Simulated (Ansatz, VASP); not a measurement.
Li3Ge4N: VASP beside Ansatz

```
Li Ge N
1.0
     1.79856    1.03840   11.27914
    -1.79856    1.03840   11.27914
     0.00000   -2.07679   11.27914
Li Ge N
3 4 1
Direct
  0.18212 0.18212 0.18212
  0.81788 0.81788 0.81788
  0.00000 0.00000 0.00000
  0.09861 0.09861 0.09861
  0.90139 0.90139 0.90139
  0.27762 0.27762 0.27762
  0.72238 0.72238 0.72238
  0.50000 0.50000 0.50000
```

Change from the starting cell: species swapped into the NaCd4As3 type (R-3m, No. 166).

Alike in both runs: functional PBE; k mesh 5 × 5 × 5; occupations gaussian, width 0.2 eV; no spin polarisation.

Ansatz relaxed the structure, and its values are those at the end. VASP's run is a single point on that final structure, the one shown.

|  | VASP | Ansatz |
| --- | --- | --- |
| version | VASP 6.6.1 | Ansatz 0.2.0 |
| potentials or method | VASP PAW PBE potentials, release 64 (Li_sv, Ge_d, N), cutoff 520 eV | scalar-relativistic, plane waves, PAW |
| valence electrons in the cell | 70 | 70 |

```tsv
	VASP	Ansatz	Ansatz less VASP
gap on the k mesh at the Fermi level (eV)	none	none	-
rms of the force components (eV/Å)	0.013	0.012	-0.0009
```

A gap of «none» marks a metal or a gap that the smearing closes.

The k mesh is coarse, so the values compare programs but aren't converged. Noted on VASP's run: the cutoff is short for stress, so the pressure is rough.
